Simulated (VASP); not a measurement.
# CdTe: single point with PBE-based global hybrid with 25 % exact exchange

CdTe:

```xyz
2
Lattice="0.0000 3.2050 3.2050 3.2050 0.0000 3.2050 3.2050 3.2050 0.0000" Properties=species:S:1:pos:R:3 pbc="T T T"
Cd    0.0000    0.0000    0.0000
Te    4.8075    4.8075    4.8075
```

```json
{"Program": "VASP 6.6.1", "Task": "single point", "Functional": "PBE-based global hybrid with 25 % exact exchange", "Potentials or basis": "VASP PAW PBE potentials, release 64 (Cd, Te)", "Cutoff": "400 eV", "k mesh": "2 × 2 × 2", "Occupations": "gaussian, width 0.01 eV", "Spin": "no spin polarisation"}
```

The pressure is 6.4 GPa. The band gap on the k mesh is 2.66 eV.

Levels at points of the mesh, in eV from the valence-band top:
```
           k point  band 7  band 8  band 9  band 10  band 11  band 12
(0.00, 0.00, 0.00)    0.00    0.00    0.00     2.66     6.28     6.28
(0.50, 0.00, 0.00)   -4.88   -0.88   -0.88     3.59     6.87     6.87
(0.50, 0.50, 0.00)   -4.74   -2.10   -2.10     4.07     4.37    11.15
```

It took 21 s on 1 thread of Intel(R) Xeon(R) Platinum 8488C (Sapphire Rapids), on a shared host, peak memory 0.16 GiB.

Caveat: the k points lie up to 0.85 Å⁻¹ apart; the PAW data sets were made with another functional, which shifts forces and pressure a little; spin-orbit coupling is left out, which moves the levels of the heavy elements.
